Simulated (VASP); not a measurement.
Wanted: the native input for a VASP 6.6.1 run.

```
Task                    : single point
Functional              : PBE
Potentials or basis     : VASP PAW PBE potentials, release 64 (Al, P)
Cutoff                  : 400 eV
k mesh                  : 5 × 5 × 5
Occupations             : gaussian, width 0.01 eV
Spin                    : no spin polarisation
Dipole correction       : no
k mesh for the DOS      : 8 × 8 × 8
Occupations for the DOS : tetrahedron
Further INCAR settings  : ALGO = Normal; EDIFF = 1e-06; NBANDS = 11
```

Crystal: AlP.

```xyz
2
Lattice="0.0000 2.7255 2.7255 2.7255 0.0000 2.7255 2.7255 2.7255 0.0000" Properties=species:S:1:pos:R:3 pbc="T T T"
Al    0.0000    0.0000    0.0000
P     4.0882    4.0882    4.0882
```

These files were run (other wordings do the same):

POSCAR

```
AlP
1.0
    0.0000000000      2.7255000000      2.7255000000
    2.7255000000      0.0000000000      2.7255000000
    2.7255000000      2.7255000000      0.0000000000
Al P
1 1
Direct
    0.0000000000      0.0000000000      0.0000000000
    0.7500000000      0.7500000000      0.7500000000
```

INCAR.step1

```
PREC = Accurate
ENCUT = 400
EDIFF = 1E-6
ISMEAR = 0
SIGMA = 0.01
LREAL = False
LASPH = True
NELM = 120
ALGO = Normal
ISIF = 2
LWAVE = False
LCHARG = True
GGA = PE
NBANDS = 11
GGA_COMPAT = False
NEDOS = 2001
LORBIT = 11
```

KPOINTS.step1

```
regular mesh
0
Gamma
  5 5 5
```

INCAR.step2

```
PREC = Accurate
ENCUT = 400
EDIFF = 1E-6
ISMEAR = -5
SIGMA = 0.01
LREAL = False
LASPH = True
NELM = 120
ALGO = Normal
ISIF = 2
LWAVE = False
LCHARG = False
GGA = PE
LORBIT = 10
NBANDS = 11
NEDOS = 1001
ICHARG = 11
GGA_COMPAT = False
```

KPOINTS.step2

```
regular mesh
0
Gamma
  8 8 8
```

Potentials or basis: VASP PAW PBE potentials, release 64 (Al, P).

Run with:

```bash
$ cat potpaw_PBE.64/Al/POTCAR potpaw_PBE.64/P/POTCAR > POTCAR
$ cp INCAR.step1 INCAR
$ cp KPOINTS.step1 KPOINTS
$ mpirun -np 1 vasp_std > vasp.out
$ cp INCAR.step2 INCAR
$ cp KPOINTS.step2 KPOINTS
$ mpirun -np 1 vasp_std > vasp.out
```

It gave:

```json
{
  "Valence electrons inside the program's atomic spheres": "Al 0.79; P 2.61"
}
```

Wall time 6.5 s on 1 thread of Intel(R) Xeon(R) 6975P-C (Granite Rapids), on a shared host, peak memory 0.13 GiB.
